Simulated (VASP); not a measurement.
**Mg: single point with PBEsol**

Molecule: Mg, in a box.

```
CELL_PARAMETERS angstrom
15.00000 0.00000 0.00000
0.00000 15.50000 0.00000
0.00000 0.00000 16.00000
ATOMIC_POSITIONS crystal
Mg 0.50000 0.50000 0.50000
```

```json
{
 "Program": "VASP 6.6.1",
 "Task": "single point",
 "Functional": "PBEsol",
 "Potentials or basis": "VASP PAW PBE potentials, release 64 (Mg)",
 "Cutoff": "520 eV",
 "k mesh": "1 × 1 × 1",
 "Occupations": "gaussian, width 0.005 eV",
 "Spin": "no spin polarisation",
 "Dipole correction": "no",
 "Further INCAR settings": "ALGO = Normal; EDIFF = 1e-06; NBANDS = 7; ISYM = 0"
}
```

```yaml
Gap_between_the_frontier_levels: 3.37 eV
```

Levels at points of the mesh, in eV from the valence-band top:
| k point | band 1 | band 2 | band 3 | band 4 |
| --- | --- | --- | --- | --- |
| (0.00, 0.00, 0.00) | 0.00 | 3.37 | 3.37 | 3.37 |

Run time: 72 s on 1 thread of Intel(R) Xeon(R) Platinum 8488C (Sapphire Rapids) (shared host), peak memory 2 GiB.
